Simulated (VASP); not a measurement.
Input of a VASP 6.6.1 run:

INCAR

```
PREC = Accurate
ENCUT = 520
EDIFF = 1E-6
ISMEAR = 0
SIGMA = 0.15
LREAL = F
LASPH = T
NELM = 80
ALGO = Normal
ISIF = 2
LWAVE = F
LCHARG = F
GGA = PS
IVDW = 12
NBANDS = 13
```

KPOINTS

```
Automatic mesh
0
Gamma
  28 28 26
```

Contents of POSCAR:

```
Ge
1.0
    1.3603016240     -2.4788570173      0.0000000000
    1.3603016240      2.4788570173      0.0000000000
    0.0000000000      0.0000000000      2.7301004696
Ge
1
Direct
    0.5000000000      0.5000000000      0.0000000000
```

Potentials or basis: VASP PAW PBE potentials, release 64 (Ge_d).

Run with:

```console
$ cat potpaw_PBE.64/Ge_d/POTCAR > POTCAR
$ mpirun -np 1 vasp_std > vasp.out
```

**Question.** Estimate the pressure.

**Answer.** -2.6 GPa.

**Question.** Estimate the band gap on the k mesh.

**Answer.** Zero (bands 7 and 8 overlap by 9.31 eV).

Stress tensor (GPa, compression positive):
```
 1.49  0.00  0.00
 0.00 -1.15  0.00
 0.00  0.00 -8.26
```

Caveat: three body term missing; the stress differs along the axes, from -8 to 1 GPa; the PAW data sets were made with another functional, which shifts forces and pressure a little.
